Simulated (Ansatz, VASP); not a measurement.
Two plane-wave programs on FeO

File INCAR:

```
SYSTEM = FeO
PREC = Accurate
ENCUT = 520
EDIFF = 1E-6
ISMEAR = 0
SIGMA = 0.05
LREAL = .False.
LASPH = .True.
NELM = 150
ALGO = Normal
ISIF = 2
LWAVE = .False.
LCHARG = .False.
ISPIN = 2
MAGMOM = 3.69 0.16
LORBIT = 11
LMAXMIX = 4
LDAU = .True.
LDAUTYPE = 2
LDAUL = 2 -1
LDAUU = 4 0
LDAUJ = 0 0
LDAUPRINT = 1
GGA = PE
NBANDS = 18
```

The input KPOINTS:

```
regular mesh
0
Gamma
  10 10 10
  0 0 0
```

Contents of POSCAR:

```
FeO
1.0
    0.0000000000      2.3733177188      2.3733177188
    2.3733177188      0.0000000000      2.3733177188
    2.3733177188      2.3733177188      0.0000000000
Fe O
1 1
Direct
    0.0000000000      0.0000000000      0.0000000000
    0.2500000000      0.2500000000      0.2500000000
```

Input for Ansatz:

```yaml
crystal:
  lattice:
    - [0.0, 2.3733177188, 2.3733177188]
    - [2.3733177188, 0.0, 2.3733177188]
    - [2.3733177188, 2.3733177188, 0.0]
  atoms:
    - { symbol: Fe, position: [0.0, 0.0, 0.0], spin: 3.69 }
    - { symbol: O, position: [0.25, 0.25, 0.25] }
basis:
  ecutwfc: 420
  ecutrho_ratio: 4
kpoints:
  mp_grid: { grid: [10, 10, 10] }
hamiltonian:
  xc: pbe
  hubbard:
    sites:
      - { species: Fe, l: d, u_eff: 4.0, starting_ns: start.occupation_matrices }
    ns_hold: { iters: 6 }
scf:
  occupations: { method: gaussian, width: 0.05 }
  lower_state_search: "off"
output:
  forces: true
  stress: true
  eigenvalues: true
  populations: true
  hubbard: { sites: [{ species: Fe, l: d }] }
magnetization:
  spin_polarized: true
```

Alike in both runs: task single point; functional PBE; k mesh 10 × 10 × 10; occupations gaussian, width 0.05 eV; collinear spin; Hubbard terms Fe d U = 4.0 eV.

|  | VASP | Ansatz |
| --- | --- | --- |
| version | VASP 6.6.1 | Ansatz 0.2.0 |
| potentials or method | VASP PAW PBE potentials, release 64 (Fe, O), cutoff 520 eV | scalar-relativistic, plane waves, PAW |
| valence electrons in the cell | 14 | 22 |

Ansatz gave:

```
pressure (GPa)                                                : 0.0
traceless stress, the component that is largest in VASP (GPa) : -1.01
net moment per atom (μB)                                      : 2.00
size of the moment on the site where the two differ most (μB) : 3.36
```

Task: Estimate VASP's values.

Result: Pressure (GPa): -9.2; traceless stress, the component that is largest in VASP (GPa): 0.00; net moment per atom (μB): 2.03; size of the moment on the site where the two differ most (μB): 3.86.

Site moments also hang on the region over which each program counts them. The programs project onto different local orbitals, so the same U acts differently, and such runs can settle in different states. VASP's potentials hold 14 valence electrons a cell and Ansatz's 22, so a difference there can come from the potentials and not from the codes. Ansatz's warnings: stability check not made, symmetry narrowed by occupation matrices.
